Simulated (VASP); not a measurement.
Pt4Au, 5 atoms in the cell. The cell holds a slab with vacuum, 5 atoms: a = 2.771 Å, b = 2.771 Å, c = 23.838 Å, α = 90.00°, β = 90.00°, γ = 90.00°. 

- Program: VASP 6.6.1
- Task: single point
- Functional: PBEsol
- Potentials or basis: VASP PAW PBE potentials, release 64 (Pt, Au)
- Cutoff: 520 eV
- k mesh: 13 × 13 × 1
- Occupations: fermi-dirac, width 0.08 eV
- Spin: no spin polarisation
- Dipole correction: yes
- Further INCAR settings: ALGO = Normal; EDIFF = 1e-06; NBANDS = 34

Potentials or basis: VASP PAW PBE potentials, release 64 (Pt, Au).

Command:

```bash
$ cat potpaw_PBE.64/Pt/POTCAR potpaw_PBE.64/Au/POTCAR > POTCAR
$ mpirun -np 1 vasp_std > vasp.out
```

Hardware: 1 thread of Intel(R) Xeon(R) Platinum 8488C (Sapphire Rapids), on a shared host.

Q: Estimate the wall time of this run.

A: Wall time 2.5 min on 1 thread of Intel(R) Xeon(R) Platinum 8488C (Sapphire Rapids), with other jobs on the host, peak memory 0.39 GiB. Counts: scf iterations 23, k points 28.
